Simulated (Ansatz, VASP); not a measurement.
# CsRb: VASP beside Ansatz

```
Cs Rb
1.0
     7.46766    0.00000    0.00000
    -3.73383    6.46718    0.00000
     0.00000    0.00000   28.44496
Cs Rb
1 1
Direct
  0.33333 0.66667 0.25800
  0.66667 0.33333 0.33965
```

Alike in both runs: functional PBE; k mesh 3 × 3 × 1; occupations gaussian, width 0.1 eV; no spin polarisation.

Ansatz relaxed the structure, and its values are those at the end. VASP's run is a single point on that final structure, the one shown.

```csv
,VASP,Ansatz
version,VASP 6.6.1,Ansatz 0.2.0
potentials or method,"VASP PAW PBE potentials, release 64 (Cs_sv, Rb_sv), cutoff 520 eV","scalar-relativistic, plane waves, PAW"
valence electrons in the cell,18,18
```

```tsv
	VASP	Ansatz	Ansatz less VASP
gap on the k mesh at the Fermi level (eV)	0.19	0.19	0.000
least direct gap on the mesh (eV)	0.19	0.19	0.000
rms of the force components (eV/Å)	0.011	0.011	0.0000
```

With one functional, cell and mesh, what is left measures potentials, basis and numerics. Ansatz's warnings: slab cell height set, structure snapped to symmetry.

Spin-orbit coupling is off throughout.
